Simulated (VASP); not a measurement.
A run of VASP 6.6.1 is set up as follows.

INCAR

```
PREC     = Accurate       # precision mode
ENCUT    = 520            # plane-wave cutoff, eV
EDIFF    = 1E-7           # SCF threshold, eV
ISMEAR   = 0              # smearing method
SIGMA    = 0.028000000000000004 # smearing width, eV
LREAL    = F              # projectors in reciprocal space
LASPH    = T              # aspherical terms in the spheres
NELM     = 150            # most SCF steps
ALGO     = Fast           # electronic algorithm
ISIF     = 2              # what is computed and relaxed
LWAVE    = F              # write WAVECAR
LCHARG   = F              # write CHGCAR
ISPIN    = 2              # spin polarisation
MAGMOM   = 0 3            # initial moments
LORBIT   = 11             # projections on sites
LMAXMIX  = 4              # l up to which the mixer works
GGA      = PE             # functional
NBANDS   = 20             # bands
```

KPOINTS

```
regular mesh
0
Gamma
  10 10 7
```

The input POSCAR:

```
FePt
1.0
    2.7235000000      0.0000000000      0.0000000000
    0.0000000000      2.7235000000      0.0000000000
    0.0000000000      0.0000000000      3.7200000000
Pt Fe
1 1
Direct
    0.5000000000      0.5000000000      0.5000000000
    0.0000000000      0.0000000000      0.0000000000
```

Potentials or basis: VASP PAW PBE potentials, release 64 (Pt, Fe).

Run with:

```bash
$ cat potpaw_PBE.64/Pt/POTCAR potpaw_PBE.64/Fe/POTCAR > POTCAR
$ mpirun -np 1 vasp_std > vasp.out
```

(1) What does it give for the site moments?

(2) Estimate the net moment.

(3) What does it give for the pressure?

## Answers

(1) Pt +0.33; Fe +2.91 μB.

(2) 3.26 μB per cell.

(3) 2.9 GPa.
